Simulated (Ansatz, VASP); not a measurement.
## Os: VASP beside Ansatz

```
Os
1.0
     2.71752    0.00000    0.00000
    -1.35876    2.35345    0.00000
     0.00000    0.00000    4.28446
Os
2
Cartesian
  0.0000 1.5690 1.0711
  1.3588 0.7845 3.2133
```

Alike in both runs: task single point; functional LDA; k mesh 13 × 13 × 8; no spin polarisation.

|  | VASP | Ansatz |
| --- | --- | --- |
| version | VASP 6.6.1 | Ansatz 0.2.0 |
| potentials or method | VASP PAW LDA potentials, release 64 (Os), cutoff 520 eV | plane waves (420 eV) with PAW, scalar-relativistic |
| occupations | methfessel-paxton of order 1, width 0.1 eV | cold, width 0.1 eV |
| valence electrons in the cell | 16 | 32 |

|  | VASP | Ansatz | Ansatz less VASP |
| --- | --- | --- | --- |
| pressure (GPa) | 0.9 | -0.1 | -0.96 |
| traceless stress, the component that is largest in VASP (GPa) | -0.85 | -0.80 | +0.049 |

Ansatz warns that its potentials were made for another functional, while VASP's fit it. LDA's correlation is that of Perdew and Zunger in VASP and of Perdew and Wang (1992) in Ansatz. VASP's potentials hold 16 valence electrons a cell and Ansatz's 32, so a difference there can come from the potentials and not from the codes.

Spin-orbit coupling is off throughout.
